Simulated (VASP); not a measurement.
A run of VASP 6.6.1 is set up as follows.

The input POSCAR:

```
Ce
1.0
    0.0000000000      2.3516866692      2.3516866692
    2.3516866692      0.0000000000      2.3516866692
    2.3516866692      2.3516866692      0.0000000000
Ce
1
Direct
    0.0000000000      0.0000000000      0.0000000000
```

INCAR.step1

```
PREC = Accurate
ENCUT = 520
ISMEAR = -1
SIGMA = 0.08
LREAL = F
LASPH = T
NELM = 80
NBANDS = 12
GGA = PE
ALGO = Normal
EDIFF = 1E-4
LWAVE = T
LCHARG = F
```

The input INCAR.step2:

```
PREC = Accurate
ENCUT = 520
EDIFF = 1E-8
ISMEAR = -1
SIGMA = 0.08
LREAL = F
LASPH = T
NELM = 80
ALGO = Normal
ISIF = 2
LWAVE = F
LCHARG = F
METAGGA = R2SCAN
LMIXTAU = T
LEFG = T
NBANDS = 12
ISTART = 1
```

The input KPOINTS:

```
regular mesh
0
Gamma
  15 15 15
```

Potentials or basis: VASP PAW PBE potentials, release 64 (Ce).

Launch:

```console
$ cat potpaw_PBE.64/Ce/POTCAR > POTCAR
$ cp INCAR.step1 INCAR
$ mpirun -np 1 vasp_std > vasp.out
$ cp INCAR.step2 INCAR
$ mpirun -np 1 vasp_std > vasp.out
```

(1) Estimate the pressure.

(2) Estimate the band gap on the k mesh.

## Answers

(1) -1.2 GPa.

(2) zero (bands 6 and 7 overlap by 0.49 eV).

Caveat: the PAW data sets were made with another functional, which shifts forces and pressure a little; spin-orbit coupling is left out, which moves the levels of the heavy elements; semilocal functionals describe open f shells poorly, which spoils levels, moments and volumes.
